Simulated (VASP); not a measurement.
# CdS (P6_3mc) in VASP: notebook, part 3 of 3

VASP 6.6.1. Earlier steps stand in the parts before.

**4. Single point, LDA**

Input file INCAR:

```
PREC = Accurate
ENCUT = 500
EDIFF = 1E-6
ISMEAR = 0
SIGMA = 0.02
LREAL = False
LASPH = True
NELM = 120
ALGO = Normal
ISIF = 2
LWAVE = False
LCHARG = False
NBANDS = 26
GGA_COMPAT = False
```

Input file KPOINTS:

```
regular mesh
0
Gamma
  6 6 4
```

Input file POSCAR:

```
CdS
1.0
    4.0747121055      0.0000000000      0.0000000000
   -2.0373560528      3.5288041965      0.0000000000
    0.0000000000      0.0000000000      6.6354238075
Cd S
2 2
Direct
    0.3333333333      0.6666666667     -0.0006409445
    0.6666666667      0.3333333333      0.4993590555
    0.3333333333      0.6666666667      0.3756409445
    0.6666666667      0.3333333333      0.8756409445
```

Potentials or basis: VASP PAW LDA potentials, release 64 (Cd, S).

Command:

```console
cat potpaw_LDA.64/Cd/POTCAR potpaw_LDA.64/S/POTCAR > POTCAR
mpirun -np 1 vasp_std > vasp.out
```

OUTCAR:

```text
PREC = Accurate
   ENCUT = 500
   EDIFF = 1E-6
   ISMEAR = 0
   LREAL = False
   LASPH = True
   NELM = 120
   ISIF = 2

 ion  position               nearest neighbor table
   1  0.333  0.667  0.999-   4 2.49   4 2.49   4 2.49   3 2.50
   2  0.667  0.333  0.499-   3 2.49   3 2.49   3 2.49   4 2.50
   3  0.333  0.667  0.376-   2 2.49   2 2.49   2 2.49   1 2.50
   4  0.667  0.333  0.876-   1 2.49   1 2.49   1 2.49   2 2.50

  LATTYP: Found a hexagonal cell.
 ALAT       =     4.0747121055
 C/A-ratio  =     1.6284399083

  Lattice vectors:

 A1 = (   4.0747121055,   0.0000000000,   0.0000000000)
 A2 = (  -2.0373560528,   3.5288041965,   0.0000000000)
 A3 = (   0.0000000000,   0.0000000000,   6.6354238075)

Analysis of symmetry for initial positions (statically):
=====================================================================
 Subroutine PRICEL returns:
 Original cell was already a primitive cell.

 Routine SETGRP: Setting up the symmetry group for a
 hexagonal supercell.

 Subroutine GETGRP returns: Found 12 space group operations
 (whereof  6 operations were pure point group operations)
 out of a pool of 24 trial point group operations.

The static configuration has the point symmetry C_3v.
 The point group associated with its full space group is C_6v.

Analysis of symmetry for dynamics (positions and initial velocities):
=====================================================================
 Subroutine PRICEL returns:
 Original cell was already a primitive cell.

 Routine SETGRP: Setting up the symmetry group for a
 hexagonal supercell.

 Subroutine GETGRP returns: Found 12 space group operations
 (whereof  6 operations were pure point group operations)
[... 117 lines left out ...]
   EFERMI =   0.00;   METHOD = LEGACY
   ISMEAR =     0;   SIGMA  =   0.02  broadening in eV -4-tet -1-fermi 0-gaus
   EFERMI_NEDOS =   21; number of points for ismear=-14 and -15
   IALGO  =     38    algorithm
   IMIX   =      4    mixing-type and parameters
     AMIX     =   0.40;   BMIX     =  1.00
     AMIX_MAG =   1.60;   BMIX_MAG =  1.00
  volume/ion in A,a.u.               =      23.85       160.96
  Fermi-wavevector in a.u.,A,eV,Ry     =   1.182981  2.235511 19.040608  1.399445
  Thomas-Fermi vector in A             =   2.319225
   LORBIT       =      0    0 simple, 1 ext, 2 COOP (PROOUT), +10 PAW based schemes
   GGA     = CA    functional components
   LHFCALC =     F    Hartree Fock is set to
   AEXX    =    0.0000 exact exchange contribution
   IVDW    =     0    specifies the selected vdW correction
   LEPSILON=     F    determine dielectric tensor
   LRPA    =     F    only Hartree local field effects (RPA)
 non-spin polarized calculation
 Gauss-broadening in eV      SIGMA  =   0.02
  energy-cutoff  :      500.00
  volume of cell :       95.41
 maximum number of plane-waves:      2442
 NGX is ok and might be reduce to    30
   NGX = 15   NGY = 15   NGZ = 25

 number of electron      36.0000012 magnetization

 Free energy of the ion-electron system (eV)
  ---------------------------------------------------
  ext. energy  EPLUGINS =         0.00000000
  ---------------------------------------------------
  free energy    TOTEN  =       -14.81450372 eV

  energy without entropy =      -14.81450372  energy(sigma->0) =      -14.81450372

 E-fermi :   1.5812     XC(G=0):  -9.7594

 val. band max:        1.4807400495   @ k =   0.0000   0.0000   0.0000
 cond. band min:       2.5369029239   @ k =   0.0000   0.0000   0.0000
 fundamental gap:      1.0561628744
 Fermi energy:         1.5812344495

 k-point     1 :       0.0000    0.0000    0.0000
  band No.  band energies     occupation
      1     -11.1328      2.00000
      2     -10.6441      2.00000
      3      -6.4377      2.00000
      4      -6.4280      2.00000
      5      -6.4280      2.00000
      6      -6.3343      2.00000
[... 598 lines left out ...]
     25      10.6472      0.00000
     26      10.6472      0.00000

------------------------ aborting loop because EDIFF is reached ----------------------------------------

  FORCE on cell =-STRESS in cart. coord.  units (eV):
  Direction    XX          YY          ZZ          XY          YZ          ZX
  --------------------------------------------------------------------------------------
  -------------------------------------------------------------------------------------
  Total        0.3203347      0.3203347      0.3225853     -0.0000000      0.0000000      0.0000000
  in kB        5.3792461      5.3792461      5.4170387     -0.0000000      0.0000000      0.0000000
  external PRESSURE =       5.3918436 kB  Pullay stress =       0.0000000 kB

 VOLUME and BASIS-vectors are now :
 -----------------------------------------------------------------------------
  energy-cutoff  :      500.00
  volume of cell :       95.41
      direct lattice vectors                 reciprocal lattice vectors
     4.074712105  0.000000000  0.000000000     0.245416111  0.141691058  0.000000000
    -2.037356053  3.528804196  0.000000000     0.000000000  0.283382116  0.000000000
     0.000000000  0.000000000  6.635423807     0.000000000  0.000000000  0.150706274

 POSITION                                       TOTAL-FORCE (eV/Angst)
 -----------------------------------------------------------------------------------
     -0.00000      2.35254      6.63117        -0.000000      0.000000      0.003704
      2.03736      1.17627      3.31346         0.000000      0.000000      0.003704
     -0.00000      2.35254      2.49254        -0.000000      0.000000     -0.003704
      2.03736      1.17627      5.81025         0.000000      0.000000     -0.003704
 -----------------------------------------------------------------------------------
    total drift:                               -0.000000      0.000000     -0.000144

  FREE ENERGIE OF THE ION-ELECTRON SYSTEM (eV)
  ---------------------------------------------------
  free  energy   TOTEN  =       -14.8145037187 eV

  energy  without entropy=      -14.8145037187  energy(sigma->0) =      -14.81450372
```

OSZICAR:

```text
N       E                     dE             d eps       ncg     rms          rms(c)
DAV:   1     0.246409355062E+03    0.24641E+03   -0.17098E+04  1092   0.124E+03
DAV:   2    -0.219050778645E+01   -0.24860E+03   -0.23980E+03  1174   0.322E+02
DAV:   3    -0.157028239198E+02   -0.13512E+02   -0.13428E+02  1340   0.763E+01
DAV:   4    -0.158415855151E+02   -0.13876E+00   -0.13862E+00  1218   0.730E+00
DAV:   5    -0.158436802157E+02   -0.20947E-02   -0.20946E-02  1282   0.905E-01    0.125E+01
DAV:   6    -0.148646910219E+02    0.97899E+00   -0.17443E+00  1460   0.148E+01    0.952E+00
DAV:   7    -0.148299241761E+02    0.34767E-01   -0.69441E-01  1154   0.460E+00    0.362E+00
DAV:   8    -0.148161164213E+02    0.13808E-01   -0.10952E-01  1152   0.326E+00    0.567E-01
DAV:   9    -0.148147417028E+02    0.13747E-02   -0.16437E-02  1210   0.166E+00    0.157E-01
DAV:  10    -0.148144799008E+02    0.26180E-03   -0.10590E-03  1210   0.390E-01    0.783E-02
DAV:  11    -0.148144941127E+02   -0.14212E-04   -0.13777E-04  1240   0.702E-02    0.843E-02
DAV:  12    -0.148144998202E+02   -0.57075E-05   -0.24893E-05  1128   0.235E-02    0.641E-02
DAV:  13    -0.148145788826E+02   -0.79062E-04   -0.11983E-04  1124   0.463E-02    0.207E-01
DAV:  14    -0.148145216790E+02    0.57204E-04   -0.57345E-05  1116   0.658E-02    0.118E-01
DAV:  15    -0.148145095708E+02    0.12108E-04   -0.21672E-05  1126   0.210E-02    0.593E-02
DAV:  16    -0.148145074805E+02    0.20903E-05   -0.76164E-07   572   0.465E-03    0.473E-02
DAV:  17    -0.148145042000E+02    0.32805E-05   -0.44178E-06  1124   0.102E-02    0.190E-02
DAV:  18    -0.148145037187E+02    0.48127E-06   -0.78753E-07   556   0.438E-03
   1 F= -.14814504E+02 E0= -.14814504E+02  d E =-.169870E-14
```

stdout:

```text
POSCAR found type information on POSCAR CdS
 POSCAR found :  2 types and       4 ions
 scaLAPACK will be used
 LDA part: xc-table for (Slater(with rela. corr.)+CA(PZ))
 , standard interpolation
 POSCAR, INCAR and KPOINTS ok, starting setup
 FFT: planning ... GRIDC
 FFT: planning ... GRID_SOFT
 FFT: planning ... GRID
 WAVECAR not read
 entering main loop
```

Run time: 32 s. Hardware: 1 thread of Intel Xeon 6975P-C (Granite Rapids), shared host; peak memory 0.18 GiB.

What came out:

- Free energy: -14.8145 eV
- Pressure: 0.5 GPa
- Largest force: 0.004 eV/Å
- Band gap on the k mesh: 1.06 eV, direct

Forces on the atoms (eV/Å):
```
Cd   0.000  0.000  0.004
Cd   0.000  0.000  0.004
S    0.000  0.000 -0.004
S    0.000  0.000 -0.004
```

**5. Relaxation of cell and atoms, LDA**

This run uses another cell than the first one, of 26.04 Å³/atom, 1.092 times its volume.

Input file INCAR:

```
SYSTEM = CdS
ALGO = Normal
EDIFF = 1E-7
EDIFFG = -0.005
ENCUT = 540
GGA_COMPAT = .FALSE.
IBRION = 2
ISIF = 3
ISMEAR = 0
LASPH = .TRUE.
LCHARG = .FALSE.
LREAL = .FALSE.
LWAVE = .FALSE.
NELM = 120
NELMIN = 4
NSW = 70
PREC = Accurate
SIGMA = 0.02
```

Input file KPOINTS:

```
k-points
0
G
  6 6 4
  0 0 0
```

Input file POSCAR:

```
CdS
1.0
    4.1969590873      0.0000000000      0.0000000000
   -2.0984795437      3.6346731883      0.0000000000
    0.0000000000      0.0000000000      6.8279106676
Cd S
2 2
Direct
    0.3333333333      0.6666666667     -0.0008015542
    0.6666666667      0.3333333333      0.4991984458
    0.3333333333      0.6666666667      0.3758015542
    0.6666666667      0.3333333333      0.8758015542
```

Potentials or basis: VASP PAW LDA potentials, release 64 (Cd_sv_GW, S).

Command:

```console
cat potpaw_LDA.64/Cd_sv_GW/POTCAR potpaw_LDA.64/S/POTCAR > POTCAR
mpirun -np 1 vasp_std > vasp.out
```

Wall time 3.5 min (1 thread of Intel Xeon 6975P-C (Granite Rapids), shared host); peak memory 0.24 GiB.

Results (log left out):

```
Free energy                            : -14.9363 eV
Relaxed volume                         : 23.68 Å³/atom
Relaxed cell                           : a = 4.066 Å, b = 4.066 Å, c = 6.617 Å, α = 90.00°, β = 90.00°, γ = 120.00°
Space group after relaxing (to 0.05 Å) : P6_3mc (No. 186)
Energy gained by relaxing              : 46.1 meV/atom
Ionic steps                            : 9
Pressure after relaxing                : 0.0 GPa
Band gap on the k mesh                 : 1.06 eV, direct
```

Step by step:
```tsv
step	energy change (eV)	largest force (eV/Å)	pressure (GPa)	volume (Å³)
1	0.0000	0.0015	-5.75	104.16
2	-0.1412	0.0139	3.55	90.70
3	-0.1842	0.0081	0.01	94.73
4	-0.1841	0.0079	-0.15	94.91
5	-0.1842	0.0032	-0.14	94.91
6	-0.1842	0.0018	-0.13	94.90
7	-0.1842	0.0016	-0.13	94.88
8	-0.1842	0.0004	-0.09	94.83
9	-0.1842	0.0016	-0.01	94.73
```

Final structure:
```cif
data_structure
_symmetry_space_group_name_H-M 'P 1'
_symmetry_Int_Tables_number 1
_cell_length_a 4.0658
_cell_length_b 4.0658
_cell_length_c 6.6172
_cell_angle_alpha 90.000
_cell_angle_beta 90.000
_cell_angle_gamma 120.000
_cell_volume 94.73
loop_
_atom_site_label
_atom_site_type_symbol
_atom_site_fract_x
_atom_site_fract_y
_atom_site_fract_z
_atom_site_occupancy
Cd1 Cd 0.33333 0.66667 0.99931 1
Cd2 Cd 0.66667 0.33333 0.49931 1
S1 S 0.33333 0.66667 0.37569 1
S2 S 0.66667 0.33333 0.87569 1
```

Levels at points of the mesh, in eV from the valence-band top:
| k point | band 23 | band 24 | band 25 | band 26 | band 27 | band 28 | band 29 | band 30 |
| --- | --- | --- | --- | --- | --- | --- | --- | --- |
| (0.00, 0.00, 0.00) | -0.85 | -0.06 | 0.00 | 0.00 | 1.06 | 2.63 | 6.29 | 6.29 |
| (0.50, 0.00, 0.00) | -2.94 | -2.09 | -1.47 | -0.85 | 3.62 | 3.67 | 4.88 | 6.37 |
| (0.00, 0.00, 0.50) | -0.44 | -0.44 | -0.44 | -0.44 | 2.73 | 2.73 | 6.01 | 6.01 |
| (0.50, 0.00, 0.50) | -1.51 | -1.51 | -1.48 | -1.48 | 3.27 | 3.27 | 5.23 | 5.23 |

**6. Summary**

| task | potentials or basis | cell | cutoff (eV) | second run | gap on the mesh (eV) | pressure (GPa) | relaxed volume (Å³/atom) |
| --- | --- | --- | --- | --- | --- | --- | --- |
| single point | VASP PAW LDA potentials, release 64 (Cd, S) | a = 4.075, b = 4.075, c = 6.635 Å, angles 90.0, 90.0, 120.0°, 4 atoms | 520 | - | 1.06 | 0.6 | - |
| relaxation of cell and atoms | VASP PAW LDA potentials, release 64 (Cd, S) | relaxed from a = 4.197, b = 4.197, c = 6.828 Å, angles 90.0, 90.0, 120.0°, 4 atoms | 600 | - | 1.04 | 0.0 | 24.04 |
| single point | VASP PAW LDA potentials, release 64 (Cd, S) | a = 4.075, b = 4.075, c = 6.635 Å, angles 90.0, 90.0, 120.0°, 4 atoms | 500 | - | 1.06 | 0.5 | - |
| relaxation of cell and atoms | VASP PAW LDA potentials, release 64 (Cd_sv_GW, S) | relaxed from a = 4.197, b = 4.197, c = 6.828 Å, angles 90.0, 90.0, 120.0°, 4 atoms | 540 | valence_matched | 1.06 | 0.0 | 23.68 |

Alike in all rows: level LDA; no spin polarisation; k mesh 6 × 6 × 4; smearing gaussian 0.02 eV.

Absolute energies hang on the potentials; compare differences alone.

**7. Comparison with measurements**

Step 4. A measured gap of CdS is 2.5809 eV (quoted in “Isotope dependence of band-gap energy”, 2008, arxiv:0807.2152); the calculated 1.06 eV misses it by -1.52 eV. So large a miss can be the level of theory's own, or it may mean another phase, state or a wrong row. Spin-orbit coupling on Cd is left out. The value is that of LDA, without temperature or zero-point motion. Semilocal functionals fall short of measured gaps as a rule.
